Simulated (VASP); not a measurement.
Input of a VASP 6.6.1 run:

Contents of INCAR:

```
PREC = Accurate ; ENCUT = 520
EDIFF = 1E-6 ; ISMEAR = 0
SIGMA = 0.1 ; LREAL = F
LASPH = T ; NELM = 60
ALGO = Normal ; ISIF = 2
LWAVE = F ; LCHARG = T
GGA = PS ; LELF = T
LVHAR = T ; NBANDS = 20
```

The input KPOINTS:

```
Automatic mesh
0
Gamma
  15 15 8
```

The input POSCAR:

```
Ta2C
1.0
    3.2661962724      0.0000000000      0.0000000000
   -1.6330981362      2.8286089456      0.0000000000
    0.0000000000      0.0000000000      5.1274877040
Ta C
2 1
Direct
    0.3333333333      0.6666666667      0.2891504922
    0.6666666667      0.3333333333      0.7108495078
    0.0000000000      0.0000000000      0.0000000000
```

Potentials or basis: VASP PAW PBE potentials, release 64 (Ta_pv, C).

Command:

```sh
$ cat potpaw_PBE.64/Ta_pv/POTCAR potpaw_PBE.64/C/POTCAR > POTCAR
$ mpirun -np 1 vasp_std > vasp.out
```

(1) Predict the pressure.

(2) What does it give for the band gap on the k mesh?

(3) Estimate the largest force.

Results:

(1) -30.8 GPa.

(2) zero (band 13 reaches 5.36 eV, above the bottom of band 14 at 4.95 eV).

(3) 4.040 eV/Å.

Caveat: the cell differs from its parent crystal (strained); the PAW data sets were made with another functional, which shifts forces and pressure a little; spin-orbit coupling is left out, which moves the levels of the heavy elements.
